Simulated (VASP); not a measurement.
# Ta6N7 (a cell with a defect) in VASP: single point with PBE

Aim: the single point of Ta6N7 (a cell with a defect) with PBE.

Program: VASP 6.6.1. These are calculated values, not measurements. Logs are shortened: lines on timing, memory, paths and dates and some standing lists are left out, and cuts for length are marked.

## (1) The cell of the first run

The cell holds a defect, 13 atoms: a = 5.264 Å, b = 5.264 Å, c = 5.844 Å, α = 90.00°, β = 90.00°, γ = 120.00°.

## (2) Single point, PBE

INCAR

```
ALGO = Normal ; EDIFF = 1E-6
ENCUT = 520 ; GGA = PE
ISIF = 2 ; ISMEAR = 0
LASPH = T ; LCHARG = F
LREAL = F ; LWAVE = F
NBANDS = 62 ; NELM = 100
PREC = Accurate ; SIGMA = 0.1
```

KPOINTS

```
Automatic mesh
0
Gamma
  5 5 4
  0 0 0.5
```

POSCAR

```
Ta6N7
1.0
   -2.6317805131      4.5583775631      0.0000000000
   -2.6317805131     -4.5583775631      0.0000000000
    0.0000000000      0.0000000000      5.8436023301
Ta N
6 7
Direct
    0.0119193092      1.0054788450     -0.0188404126
    0.0119223366      1.0054771685      0.4966133423
    0.3450705117      0.6697862087      0.2388814410
    0.3397752952      0.6765777347      0.7388828758
    0.6787537319      0.3366398528      0.2388776934
    0.6840399054      0.3487131863      0.7388846996
    0.6044292473      0.6121685311     -0.0202730455
    0.6044209072      0.6121608755      0.4980365014
    0.0119098766      0.3888175081     -0.0184113849
    0.0119053550      0.3888136425      0.4961783049
    0.4194063193      1.0196527642     -0.0202740688
    0.4194134849      1.0196550569      0.4980378887
    0.0119226873      0.7542346948      0.2388858535
```

Potentials or basis: VASP PAW PBE potentials, release 64 (Ta_pv, N).

Started as:

```
cat potpaw_PBE.64/Ta_pv/POTCAR potpaw_PBE.64/N/POTCAR > POTCAR
mpirun -np 1 vasp_std > vasp.out
```

OUTCAR:

```text
EDIFF = 1E-6
   ENCUT = 520
   GGA = PE
   ISIF = 2
   ISMEAR = 0
   LASPH = T
   LREAL = F
   NELM = 100
   PREC = Accurate

 ion  position               nearest neighbor table
   1  0.012  0.005  0.981-  13 2.00   9 2.02  11 2.11   7 2.11   2 2.83   2 3.01   4 3.31   6 3.31
                             4 3.37   6 3.37   6 3.38   4 3.38   3 3.38   5 3.38   5 3.39   3 3.39
   2  0.012  0.005  0.497-  13 2.00  10 2.02  12 2.11   8 2.11   1 2.83   1 3.01   4 3.31   6 3.31
                             4 3.37   6 3.37   6 3.38   4 3.38   3 3.38   5 3.38   5 3.39   3 3.39
   3  0.345  0.670  0.239-  13 2.01   8 2.16   7 2.16   9 2.22  10 2.22  11 2.26  12 2.26   4 2.92
                             4 2.92   5 3.04   5 3.04   5 3.04   1 3.38   2 3.38   1 3.39   2 3.39
   4  0.340  0.677  0.739-   8 2.12   7 2.12  11 2.16  12 2.16   9 2.16  10 2.16   3 2.92   3 2.92
                             6 2.99   6 3.06   6 3.06   2 3.31   1 3.31   2 3.37   1 3.37   2 3.38
   5  0.679  0.337  0.239-  13 2.01  11 2.16  12 2.16   9 2.22  10 2.22   7 2.26   8 2.26   6 2.92
                             6 2.92   3 3.04   3 3.04   3 3.04   1 3.38   2 3.38   1 3.39   2 3.39
   6  0.684  0.349  0.739-  11 2.12  12 2.12   7 2.16   8 2.16  10 2.16   9 2.16   5 2.92   5 2.92
                             4 2.99   4 3.06   4 3.06   2 3.31   1 3.31   1 3.37   2 3.37   2 3.38
   7  0.604  0.612  0.980-   1 2.11   4 2.12   6 2.16   3 2.16   5 2.26
   8  0.604  0.612  0.498-   2 2.11   4 2.12   6 2.16   3 2.16   5 2.26
   9  0.012  0.389  0.982-   1 2.02   4 2.16   6 2.16   5 2.22   3 2.22
  10  0.012  0.389  0.496-   2 2.02   6 2.16   4 2.16   5 2.22   3 2.22
  11  0.419  0.020  0.980-   1 2.11   6 2.12   4 2.16   5 2.16   3 2.26
  12  0.419  0.020  0.498-   2 2.11   6 2.12   4 2.16   5 2.16   3 2.26
  13  0.012  0.754  0.239-   2 2.00   1 2.00   3 2.01   5 2.01

  LATTYP: Found a hexagonal cell.
 ALAT       =     5.2635610262
 C/A-ratio  =     1.1101994070

  Lattice vectors:

 A1 = (  -2.6317805131,   4.5583775631,   0.0000000000)
 A2 = (  -2.6317805131,  -4.5583775631,   0.0000000000)
 A3 = (   0.0000000000,   0.0000000000,   5.8436023301)

Analysis of symmetry for initial positions (statically):
=====================================================================
 Subroutine PRICEL returns:
 Original cell was already a primitive cell.

 Routine SETGRP: Setting up the symmetry group for a
 hexagonal supercell.

 Subroutine GETGRP returns: Found  1 space group operations
 (whereof  1 operations were pure point group operations)
 out of a pool of 24 trial point group operations.

The static configuration has the point symmetry C_1 .

Analysis of symmetry for dynamics (positions and initial velocities):
=====================================================================
 Subroutine PRICEL returns:
 Original cell was already a primitive cell.

 Routine SETGRP: Setting up the symmetry group for a
 hexagonal supercell.

 Subroutine GETGRP returns: Found  1 space group operations
 (whereof  1 operations were pure point group operations)
 out of a pool of 24 trial point group operations.

The dynamic configuration has the point symmetry C_1 .

 Subroutine INISYM returns: Found  1 space group operations
 (whereof  1 operations are pure point group operations),
 and found     1 'primitive' translations

----------------------------------------------------------------------------------------

                                     Primitive cell

  volume of cell :     140.2073

  direct lattice vectors                    reciprocal lattice vectors
    -2.631780513  4.558377563  0.000000000    -0.189985448  0.109688150  0.000000000
    -2.631780513 -4.558377563  0.000000000    -0.189985448 -0.109688150  0.000000000
     0.000000000  0.000000000  5.843602330     0.000000000  0.000000000  0.171127319

  length of vectors
     5.263561026  5.263561026  5.843602330     0.219376299  0.219376299  0.171127319

  position of ions in fractional coordinates (direct lattice)
     0.011919309  0.005478845  0.981159587
     0.011922337  0.005477169  0.496613342
     0.345070512  0.669786209  0.238881441
     0.339775295  0.676577735  0.738882876
     0.678753732  0.336639853  0.238877693
     0.684039905  0.348713186  0.738884700
     0.604429247  0.612168531  0.979726955
     0.604420907  0.612160876  0.498036501
     0.011909877  0.388817508  0.981588615
     0.011905355  0.388813642  0.496178305
     0.419406319  0.019652764  0.979725931
     0.419413485  0.019655057  0.498037889
     0.011922687  0.754234695  0.238885854

  ion indices of the primitive-cell ions
   primitive index   ion index
                 1           1
                 2           2
                 3           3
                 4           4
                 5           5
                 6           6
                 7           7
                 8           8
                 9           9
                10          10
                11          11
                12          12
                13          13

----------------------------------------------------------------------------------------

 KPOINTS: Automatic mesh

Automatic generation of k-mesh.
 Grid dimensions read from file:
 generate k-points for:    5    5    4

 Generating k-lattice:

  Cartesian coordinates                     Fractional coordinates (reciprocal lattice)
    -0.037997090  0.021937630  0.000000000     0.200000000  0.000000000  0.000000000
    -0.037997090 -0.021937630  0.000000000     0.000000000  0.200000000  0.000000000
     0.000000000  0.000000000  0.042781830     0.000000000  0.000000000  0.250000000

  Length of vectors
     0.043875260  0.043875260  0.042781830

  Shift w.r.t. Gamma in fractional coordinates (k-lattice)
     0.000000000  0.000000000  0.500000000

 Subroutine IBZKPT returns following result:
 ===========================================

 Found     50 irreducible k-points:

 Following reciprocal coordinates:
            Coordinates               Weight
  0.000000  0.000000  0.125000      2.000000
  0.200000  0.000000  0.125000      2.000000
  0.000000  0.200000  0.125000      2.000000
 -0.200000  0.200000  0.125000      2.000000
 -0.200000  0.000000  0.125000      2.000000
  0.000000 -0.200000  0.125000      2.000000
[... 16 lines left out ...]
 -0.400000 -0.200000  0.125000      2.000000
  0.200000  0.400000  0.125000      2.000000
 [... further k-points ...]
   k-points           NKPTS =     50   k-points in BZ     NKDIM =     50   number of bands    NBANDS=     62
   number of dos      NEDOS =    301   number of ions     NIONS =     13
   total plane-waves  NPLWV =  76800
   dimension x,y,z NGX =    40 NGY =   40 NGZ =   48
   dimension x,y,z NGXF=    80 NGYF=   80 NGZF=   96
   ions per type =               6   7
   NGX,Y,Z   is equivalent  to a cutoff of  12.63, 12.63, 13.66 a.u.
   NGXF,Y,Z  is equivalent  to a cutoff of  25.27, 25.27, 27.31 a.u.
 SYSTEM =  unknown system
   PREC   = accura    normal or accurate (medium, high low for compatibility)
   ISTART =      0    job   : 0-new  1-cont  2-samecut
   ICHARG =      2    charge: 1-file 2-atom 10-const
   ISPIN  =      1    spin polarized calculation?
   LNONCOLLINEAR =      F non collinear calculations
   LSORBIT =      F    spin-orbit coupling
   LASPH  =      T    aspherical Exc in radial PAW
   ENCUT  =  520.0 eV  38.22 Ry    6.18 a.u.   9.79  9.79 10.87*2*pi/ulx,y,z
   NELM   =    100;   NELMIN=  2; NELMDL= -5     # of ELM steps
   EDIFF  = 0.1E-05   stopping-criterion for ELM
   LREAL  =      F    real-space projection
   EDIFFG = 0.1E-04   stopping-criterion for IOM
   NSW    =      0    number of steps for IOM
   IBRION =     -1    ionic relax: 0-MD 1-quasi-New 2-CG
   NFREE  =      0    steps in history (QN), initial steepest desc. (CG)
   ISIF   =      2    stress and relaxation
   ISYM   =      2    0-nonsym 1-usesym 2-fastsym
   POTIM  = 0.5000    time-step for ionic-motion
   TEBEG  =    0.0;   TEEND  =   0.0 temperature during run
   PSTRESS=    0.0 pullay stress
   NELECT =     101.0000    total number of electrons
   NUPDOWN=      -1.0000    fix difference up-down
   EMIN   =  10.00;   EMAX   =-10.00  energy-range for DOS
   EFERMI =   0.00;   METHOD = LEGACY
   ISMEAR =     0;   SIGMA  =   0.10  broadening in eV -4-tet -1-fermi 0-gaus
   EFERMI_NEDOS =   21; number of points for ismear=-14 and -15
   IALGO  =     38    algorithm
   IMIX   =      4    mixing-type and parameters
     AMIX     =   0.40;   BMIX     =  1.00
     AMIX_MAG =   1.60;   BMIX_MAG =  1.00
  volume/ion in A,a.u.               =      10.79        72.78
  Fermi-wavevector in a.u.,A,eV,Ry     =   1.467546  2.773260 29.302752  2.153692
  Thomas-Fermi vector in A             =   2.583151
   LORBIT       =      0    0 simple, 1 ext, 2 COOP (PROOUT), +10 PAW based schemes
   GGA     = PE    functional components
   LHFCALC =     F    Hartree Fock is set to
   AEXX    =    0.0000 exact exchange contribution
   IVDW    =     0    specifies the selected vdW correction
   LEPSILON=     F    determine dielectric tensor
   LRPA    =     F    only Hartree local field effects (RPA)
 non-spin polarized calculation
 Gauss-broadening in eV      SIGMA  =   0.10
  energy-cutoff  :      520.00
  volume of cell :      140.21
 maximum number of plane-waves:      3786
   NGX = 19   NGY = 19   NGZ = 21

 number of electron     101.0000004 magnetization

 Free energy of the ion-electron system (eV)
  ---------------------------------------------------
  ext. energy  EPLUGINS =         0.00000000
  ---------------------------------------------------
  free energy    TOTEN  =      -142.12789536 eV

  energy without entropy =     -142.11468726  energy(sigma->0) =     -142.12129131

 E-fermi :   7.7194     XC(G=0): -13.0788

 val. band max:        7.6810805435   @ k =  -0.4000   0.2000   0.3750
 cond. band min:       7.7310576595   @ k =   0.0000   0.4000   0.1250
 fundamental gap:      0.0499771160
 Fermi energy:         7.7193858475

 k-point     1 :       0.0000    0.0000    0.1250
  band No.  band energies     occupation
      1     -28.0959      2.00000
      2     -27.9331      2.00000
      3     -27.8774      2.00000
      4     -27.8087      2.00000
      5     -27.7050      2.00000
      6     -27.6632      2.00000
[... 54 lines left out ...]
     61      11.0906      0.00000
     62      11.2439      0.00000

 k-point     2 :       0.2000    0.0000    0.1250
  band No.  band energies     occupation
      1     -28.0875      2.00000
      2     -27.9477      2.00000
      3     -27.8721      2.00000
      4     -27.8328      2.00000
      5     -27.6838      2.00000
      6     -27.6760      2.00000
[... 54 lines left out ...]
     61      11.1321      0.00000
     62      11.4897      0.00000

 k-point     3 :       0.0000    0.2000    0.1250
  band No.  band energies     occupation
      1     -28.0883      2.00000
      2     -27.9472      2.00000
      3     -27.8937      2.00000
      4     -27.8052      2.00000
      5     -27.7088      2.00000
      6     -27.6494      2.00000
[... 1354 lines left out ...]
     61      11.5465      0.00000
     62      12.0221      0.00000

 k-point    24 :       0.2000    0.4000    0.1250
  band No.  band energies     occupation
      1     -28.0479      2.00000
      2     -28.0023      2.00000
      3     -27.9116      2.00000
      4     -27.7495      2.00000
      5     -27.7145      2.00000
      6     -27.6274      2.00000
[... 54 lines left out ...]
     61      11.4896      0.00000
     62      11.9415      0.00000

 [... further k-points ...]
[... 5 lines left out ...]
  --------------------------------------------------------------------------------------
  -------------------------------------------------------------------------------------
  Total        8.8833718      8.6067178     14.3756159     -0.2419217      0.0000185     -0.0000038
  in kB      101.5120998     98.3507178    164.2730926     -2.7644889      0.0002108     -0.0000432
  external PRESSURE =     121.3786367 kB  Pullay stress =       0.0000000 kB

 VOLUME and BASIS-vectors are now :
 -----------------------------------------------------------------------------
  energy-cutoff  :      520.00
  volume of cell :      140.21
      direct lattice vectors                 reciprocal lattice vectors
    -2.631780513  4.558377563  0.000000000    -0.189985448  0.109688150  0.000000000
    -2.631780513 -4.558377563  0.000000000    -0.189985448 -0.109688150  0.000000000
     0.000000000  0.000000000  5.843602330     0.000000000  0.000000000  0.171127319

 POSITION                                       TOTAL-FORCE (eV/Angst)
 -----------------------------------------------------------------------------------
     -0.04579      0.02936      5.73351        -0.006037     -0.010582     -0.059507
     -0.04579      0.02938      2.90201        -0.005724     -0.010949      0.059030
     -2.67088     -1.48018      1.39593        -0.018903      0.057537      0.000355
     -2.67482     -1.53527      4.31774         0.003475     -0.008212     -0.000261
     -2.67229      1.55948      1.39591         0.059306      0.013389      0.001030
     -2.71798      1.52855      4.31775        -0.009601     -0.000515     -0.000679
     -3.20182     -0.03528      5.72513        -0.002771      0.003051      0.002730
     -3.20178     -0.03528      2.91033        -0.003501      0.003263     -0.002564
     -1.05463     -1.71809      5.73601        -0.013121     -0.022420      0.008264
     -1.05460     -1.71809      2.89947        -0.013342     -0.022179     -0.008315
     -1.15551      1.82223      5.72513         0.004541     -0.001037      0.002755
     -1.15553      1.82225      2.91034         0.004901     -0.001329     -0.002679
     -2.01636     -3.38374      1.39595         0.000777     -0.000017     -0.000159
 -----------------------------------------------------------------------------------
    total drift:                                0.000102      0.000208      0.000086

  FREE ENERGIE OF THE ION-ELECTRON SYSTEM (eV)
  ---------------------------------------------------
  free  energy   TOTEN  =      -142.1278953550 eV

  energy  without entropy=     -142.1146872629  energy(sigma->0) =     -142.12129131
```

Wall time 9.6 min (1 thread of Intel Xeon 6975P-C, shared host); peak memory 0.45 GiB.

What came out:

| Item | Value |
| --- | --- |
| Free energy | -142.1279 eV |
| Pressure | 12.1 GPa |
| Largest force | 0.061 eV/Å |

Forces on the atoms (eV/Å):
```
Ta  -0.006 -0.011 -0.060
Ta  -0.006 -0.011  0.059
Ta  -0.019  0.058  0.000
Ta   0.003 -0.008  0.000
Ta   0.059  0.013  0.001
Ta  -0.010 -0.001 -0.001
N   -0.003  0.003  0.003
N   -0.004  0.003 -0.003
N   -0.013 -0.022  0.008
N   -0.013 -0.022 -0.008
N    0.005 -0.001  0.003
N    0.005 -0.001 -0.003
N    0.001  0.000  0.000
```

Caveat: spin-orbit coupling is left out, which moves the levels of the heavy elements.
